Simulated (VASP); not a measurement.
# HgTe (I-4m2) in VASP: further runs

The runs below take HgTe through single point, with PBEsol.

Program: VASP 6.6.1. These are calculated values, not measurements. Logs are shortened: lines on timing, memory, paths and dates and some standing lists are left out, and cuts for length are marked.

## Step 1: The cell of the first run

Symmetry: I-4m2, No. 119, tetragonal system. Conventional cell: a = 6.240 Å, b = 6.240 Å, c = 3.195 Å, α = 90.00°, β = 90.00°, γ = 90.00°. Within 4.2 Å of Hg (site symmetry -4m2) lie 2 Hg at 3.19 Å and 8 Te at 3.22 to 3.93 Å. Te (site symmetry -4m2) has 2 Te at 3.19 Å and 8 Hg at 3.22 to 3.93 Å within 4.2 Å.

## Step 2: Single point, PBEsol

Input file INCAR:

```
SYSTEM = HgTe
PREC = Accurate ; ENCUT = 520
EDIFF = 1E-7 ; ISMEAR = -1
SIGMA = 0.1 ; LREAL = .False.
LASPH = .True. ; NELM = 60
ALGO = Normal ; ISIF = 2
LWAVE = .False. ; LCHARG = .True.
GGA = PS ; LELF = .True.
LVHAR = .True. ; NBANDS = 16
```

Input file KPOINTS:

```
regular mesh
0
Gamma
  8 8 8
  0 0 0
```

Input file POSCAR:

```
HgTe
1.0
   -3.1199151262      3.1199151262      1.5974593034
    3.1199151262     -3.1199151262      1.5974593034
    3.1199151262      3.1199151262     -1.5974593034
Hg Te
1 1
Direct
    0.2500000000      0.7500000000      0.5000000000
    0.0000000000      0.0000000000      0.0000000000
```

Potentials or basis: VASP PAW PBE potentials, release 64 (Hg, Te).

On the command line:

```
> cat potpaw_PBE.64/Hg/POTCAR potpaw_PBE.64/Te/POTCAR > POTCAR
> mpirun -np 1 vasp_std > vasp.out
```

OUTCAR:

```text
SYSTEM = HgTe
   PREC = Accurate
   ENCUT = 520
   EDIFF = 1E-7
   ISMEAR = -1
   LREAL = .False.
   LASPH = .True.
   NELM = 60
   ISIF = 2
   GGA = PS

 ion  position               nearest neighbor table
   1  0.250  0.750  0.500-   2 3.22   2 3.22   2 3.22   2 3.22
   2  0.000  0.000  0.000-   1 3.22   1 3.22   1 3.22   1 3.22

  LATTYP: Found a body centered tetragonal cell.
 ALAT       =     6.2398302524
 C/A-ratio  =     0.5120201155

  Lattice vectors:

 A1 = (  -3.1199151262,   3.1199151262,   1.5974593034)
 A2 = (   3.1199151262,  -3.1199151262,   1.5974593034)
 A3 = (   3.1199151262,   3.1199151262,  -1.5974593034)

Analysis of symmetry for initial positions (statically):
=====================================================================
 Subroutine PRICEL returns:
 Original cell was already a primitive cell.

 Routine SETGRP: Setting up the symmetry group for a
 body centered tetragonal supercell.

 Subroutine GETGRP returns: Found  8 space group operations
 (whereof  8 operations were pure point group operations)
 out of a pool of 16 trial point group operations.

The static configuration has the point symmetry D_2d.

Analysis of symmetry for dynamics (positions and initial velocities):
=====================================================================
 Subroutine PRICEL returns:
 Original cell was already a primitive cell.

 Routine SETGRP: Setting up the symmetry group for a
 body centered tetragonal supercell.

 Subroutine GETGRP returns: Found  8 space group operations
 (whereof  8 operations were pure point group operations)
 out of a pool of 16 trial point group operations.

The dynamic configuration has the point symmetry D_2d.

 Subroutine INISYM returns: Found  8 space group operations
 (whereof  8 operations are pure point group operations),
 and found     1 'primitive' translations

----------------------------------------------------------------------------------------

                                     Primitive cell

  volume of cell :      62.1978

  direct lattice vectors                    reciprocal lattice vectors
    -3.119915126  3.119915126  1.597459303     0.000000000  0.160260770  0.312997019
     3.119915126 -3.119915126  1.597459303     0.160260770  0.000000000  0.312997019
     3.119915126  3.119915126 -1.597459303     0.160260770  0.160260770  0.000000000

  length of vectors
     4.692506475  4.692506475  4.692506475     0.351639941  0.351639941  0.226642954

  position of ions in fractional coordinates (direct lattice)
     0.250000000  0.750000000  0.500000000
     0.000000000  0.000000000  0.000000000

  ion indices of the primitive-cell ions
   primitive index   ion index
                 1           1
                 2           2

----------------------------------------------------------------------------------------

 KPOINTS: regular mesh

Automatic generation of k-mesh.
 Grid dimensions read from file:
 generate k-points for:    8    8    8

 Generating k-lattice:

  Cartesian coordinates                     Fractional coordinates (reciprocal lattice)
     0.000000000  0.020032596  0.039124627     0.125000000  0.000000000 -0.000000000
     0.020032596  0.000000000  0.039124627     0.000000000  0.125000000 -0.000000000
     0.020032596  0.020032596  0.000000000     0.000000000  0.000000000  0.125000000

  Length of vectors
     0.043954993  0.043954993  0.028330369

  Shift w.r.t. Gamma in fractional coordinates (k-lattice)
     0.000000000  0.000000000  0.000000000

 Subroutine IBZKPT returns following result:
 ===========================================

 Found     59 irreducible k-points:

 Following reciprocal coordinates:
            Coordinates               Weight
  0.000000  0.000000  0.000000      1.000000
  0.125000  0.000000  0.000000      8.000000
  0.250000  0.000000  0.000000      8.000000
  0.375000 -0.000000  0.000000      8.000000
  0.500000  0.000000  0.000000      4.000000
  0.125000  0.125000  0.000000      8.000000
[... 16 lines left out ...]
  0.250000  0.125000  0.125000     16.000000
  0.375000  0.125000  0.125000      8.000000
 [... further k-points ...]
   k-points           NKPTS =     59   k-points in BZ     NKDIM =     59   number of bands    NBANDS=     16
   number of dos      NEDOS =    301   number of ions     NIONS =      2
   total plane-waves  NPLWV =  46656
   dimension x,y,z NGX =    36 NGY =   36 NGZ =   36
   dimension x,y,z NGXF=    72 NGYF=   72 NGZF=   72
   ions per type =               1   1
   NGX,Y,Z   is equivalent  to a cutoff of  12.75, 12.75, 12.75 a.u.
   NGXF,Y,Z  is equivalent  to a cutoff of  25.51, 25.51, 25.51 a.u.
 SYSTEM =  HgTe
   PREC   = accura    normal or accurate (medium, high low for compatibility)
   ISTART =      0    job   : 0-new  1-cont  2-samecut
   ICHARG =      2    charge: 1-file 2-atom 10-const
   ISPIN  =      1    spin polarized calculation?
   LNONCOLLINEAR =      F non collinear calculations
   LSORBIT =      F    spin-orbit coupling
   LASPH  =      T    aspherical Exc in radial PAW
   ENCUT  =  520.0 eV  38.22 Ry    6.18 a.u.   8.72  8.72  8.72*2*pi/ulx,y,z
   NELM   =     60;   NELMIN=  2; NELMDL= -5     # of ELM steps
   EDIFF  = 0.1E-06   stopping-criterion for ELM
   LREAL  =      F    real-space projection
   EDIFFG = 0.1E-05   stopping-criterion for IOM
   NSW    =      0    number of steps for IOM
   IBRION =     -1    ionic relax: 0-MD 1-quasi-New 2-CG
   NFREE  =      0    steps in history (QN), initial steepest desc. (CG)
   ISIF   =      2    stress and relaxation
   ISYM   =      2    0-nonsym 1-usesym 2-fastsym
   POTIM  = 0.5000    time-step for ionic-motion
   TEBEG  =    0.0;   TEEND  =   0.0 temperature during run
   PSTRESS=    0.0 pullay stress
   NELECT =      18.0000    total number of electrons
   NUPDOWN=      -1.0000    fix difference up-down
   EMIN   =  10.00;   EMAX   =-10.00  energy-range for DOS
   EFERMI =   0.00;   METHOD = LEGACY
   ISMEAR =    -1;   SIGMA  =   0.10  broadening in eV -4-tet -1-fermi 0-gaus
   EFERMI_NEDOS =   21; number of points for ismear=-14 and -15
   IALGO  =     38    algorithm
   IMIX   =      4    mixing-type and parameters
     AMIX     =   0.40;   BMIX     =  1.00
     AMIX_MAG =   1.60;   BMIX_MAG =  1.00
  volume/ion in A,a.u.               =      31.10       209.87
  Fermi-wavevector in a.u.,A,eV,Ry     =   1.082864  2.046316 15.954113  1.172594
  Thomas-Fermi vector in A             =   2.218916
   LORBIT       =      0    0 simple, 1 ext, 2 COOP (PROOUT), +10 PAW based schemes
   GGA     = PS    functional components
   LHFCALC =     F    Hartree Fock is set to
   AEXX    =    0.0000 exact exchange contribution
   IVDW    =     0    specifies the selected vdW correction
   LEPSILON=     F    determine dielectric tensor
   LRPA    =     F    only Hartree local field effects (RPA)
 non-spin polarized calculation
  energy-cutoff  :      520.00
  volume of cell :       62.20
 maximum number of plane-waves:      1694
   NGX = 17   NGY = 17   NGZ = 17

 number of electron      17.9999997 magnetization

 Free energy of the ion-electron system (eV)
  ---------------------------------------------------
  ext. energy  EPLUGINS =         0.00000000
  ---------------------------------------------------
  free energy    TOTEN  =        -4.00977661 eV

  energy without entropy =       -3.98650475  energy(sigma->0) =       -3.99814068

 E-fermi :   3.5199     XC(G=0):  -9.6533

 val. band max:        3.5173928820   @ k =   0.2500   0.0000   0.0000
 cond. band min:       3.5448680510   @ k =  -0.2500   0.5000   0.1250
 fundamental gap:      0.0274751690
 Fermi energy:         3.5199299168

 k-point     1 :       0.0000    0.0000    0.0000
  band No.  band energies     occupation
      1      -8.5233      2.00000
      2      -3.5176      2.00000
      3      -2.8914      2.00000
      4      -2.8341      2.00000
      5      -2.4698      2.00000
      6      -2.4698      2.00000
[... 8 lines left out ...]
     15      13.3393      0.00000
     16      14.0403      0.00000

 k-point     2 :       0.1250    0.0000    0.0000
  band No.  band energies     occupation
      1      -8.3010      2.00000
      2      -3.3160      2.00000
      3      -2.8650      2.00000
      4      -2.8483      2.00000
      5      -2.5741      2.00000
      6      -2.5705      2.00000
[... 8 lines left out ...]
     15      13.3840      0.00000
     16      13.4316      0.00000

 k-point     3 :       0.2500    0.0000    0.0000
  band No.  band energies     occupation
      1      -7.6786      2.00000
      2      -2.9046      2.00000
      3      -2.8619      2.00000
      4      -2.8137      2.00000
      5      -2.7657      2.00000
      6      -2.7433      2.00000
[... 8 lines left out ...]
     15      11.9888      0.00000
     16      12.8870      0.00000

 k-point     4 :       0.3750   -0.0000    0.0000
  band No.  band energies     occupation
      1      -6.8499      2.00000
      2      -3.0547      2.00000
      3      -2.9809      2.00000
      4      -2.8421      2.00000
      5      -2.6914      2.00000
      6      -2.4463      2.00000
[... 8 lines left out ...]
     15      11.3557      0.00000
     16      14.1935      0.00000
[... 324 lines left out ...]
 k-point    22 :       0.1250    0.1250    0.1250
  band No.  band energies     occupation
      1      -7.5995      2.00000
      2      -2.9414      2.00000
      3      -2.8762      2.00000
      4      -2.8107      2.00000
      5      -2.7826      2.00000
      6      -2.7065      2.00000
[... 8 lines left out ...]
     15      11.8538      0.00000
     16      12.5111      0.00000

 k-point    23 :       0.2500    0.1250    0.1250
  band No.  band energies     occupation
      1      -6.8008      2.00000
      2      -3.0640      2.00000
      3      -2.9582      2.00000
      4      -2.8410      2.00000
      5      -2.6991      2.00000
      6      -2.4855      2.00000
[... 8 lines left out ...]
     15      11.4860      0.00000
     16      12.9767      0.00000

 k-point    24 :       0.3750    0.1250    0.1250
  band No.  band energies     occupation
      1      -6.3576      2.00000
      2      -3.1620      2.00000
      3      -2.9904      2.00000
      4      -2.8027      2.00000
      5      -2.6735      2.00000
      6      -2.4404      2.00000
[... 8 lines left out ...]
     15      11.9064      0.00000
     16      12.7766      0.00000

 [... further k-points ...]
[... 5 lines left out ...]
  --------------------------------------------------------------------------------------
  -------------------------------------------------------------------------------------
  Total       -2.1819635     -2.1819635     -2.1544195      0.0000000      0.0000000      0.0000000
  in kB      -56.2060047    -56.2060047    -55.4964890      0.0000000      0.0000000      0.0000000
  external PRESSURE =     -55.9694994 kB  Pullay stress =       0.0000000 kB

 VOLUME and BASIS-vectors are now :
 -----------------------------------------------------------------------------
  energy-cutoff  :      520.00
  volume of cell :       62.20
      direct lattice vectors                 reciprocal lattice vectors
    -3.119915126  3.119915126  1.597459303     0.000000000  0.160260770  0.312997019
     3.119915126 -3.119915126  1.597459303     0.160260770  0.000000000  0.312997019
     3.119915126  3.119915126 -1.597459303     0.160260770  0.160260770  0.000000000

 POSITION                                       TOTAL-FORCE (eV/Angst)
 -----------------------------------------------------------------------------------
      3.11992      0.00000      0.79873        -0.000000     -0.000000     -0.000000
      0.00000      0.00000      0.00000         0.000000      0.000000      0.000000
 -----------------------------------------------------------------------------------
    total drift:                                0.000000     -0.000000      0.000000

  FREE ENERGIE OF THE ION-ELECTRON SYSTEM (eV)
  ---------------------------------------------------
  free  energy   TOTEN  =        -4.0097766109 eV

  energy  without entropy=       -3.9865047452  energy(sigma->0) =       -3.99814068
```

It took 2.2 min on 1 thread of AMD EPYC 7R13, shared host; peak memory 0.21 GiB.

What came out:

```yaml
Free_energy: -4.0098 eV
Pressure: -5.6 GPa
Band_gap_on_the_k_mesh: zero (band 9 reaches 4.78 eV, above the bottom of band 10 at 2.13 eV)
```

Caveat: the PAW data sets were made with another functional, which shifts forces and pressure a little; spin-orbit coupling is left out, which moves the levels of the heavy elements.

## Step 3: Single point, PBEsol

This run uses another cell than the first one, of 31.82 Å³/atom, 1.023 times its volume.

Input file INCAR:

```
SYSTEM = HgTe
  PREC = Accurate
  ENCUT = 520
  EDIFF = 1E-7
  ISMEAR = -1
  SIGMA = 0.1
  LREAL = .FALSE.
  LASPH = .TRUE.
  NELM = 80
  ALGO = Normal
  ISIF = 2
  LWAVE = .FALSE.
  LCHARG = .TRUE.
  GGA = PS
  LELF = .TRUE.
  LVHAR = .TRUE.
  NBANDS = 16
```

Input file KPOINTS:

```
Automatic mesh
0
G
  8 8 8
  0 0 0
```

Input file POSCAR:

```
HgTe
1.0
   -3.1439154165      3.1439154165      1.6097479348
    3.1439154165     -3.1439154165      1.6097479348
    3.1439154165      3.1439154165     -1.6097479348
Hg Te
1 1
Direct
    0.2500000000      0.7500000000      0.5000000000
    0.0000000000      0.0000000000      0.0000000000
```

Potentials or basis: VASP PAW PBE potentials, release 64 (Hg, Te).

On the command line:

```
> cat potpaw_PBE.64/Hg/POTCAR potpaw_PBE.64/Te/POTCAR > POTCAR
> mpirun -np 1 vasp_std > vasp.out
```

Run time: 2.4 min. Hardware: 1 thread of AMD EPYC 7R13, shared host; peak memory 0.21 GiB.

The run converged. Its results:

* Free energy: -3.9575 eV
* Pressure: -6.0 GPa
* Band gap on the k mesh: zero (band 9 reaches 4.49 eV, above the bottom of band 10 at 1.94 eV)

Stress tensor (GPa, compression positive):
```
-6.00  0.00  0.00
 0.00 -6.00  0.00
 0.00  0.00 -6.15
```

Levels at points of the mesh, in eV from the Fermi level:
```csv
k point,band 7,band 8,band 9,band 10,band 11,band 12
"(0.00, 0.00, 0.00)",-3.41,-2.11,-2.11,2.99,4.69,6.61
"(0.50, 0.00, 0.00)",-4.17,-1.84,-0.95,-0.04,2.99,3.91
"(0.50, 0.50, 0.00)",-5.67,-0.87,1.20,2.06,2.63,3.40
"(0.50, 0.50, 0.50)",-4.05,-3.77,-3.77,2.73,7.16,7.42
```

Caveat: the PAW data sets were made with another functional, which shifts forces and pressure a little; spin-orbit coupling is left out, which moves the levels of the heavy elements.
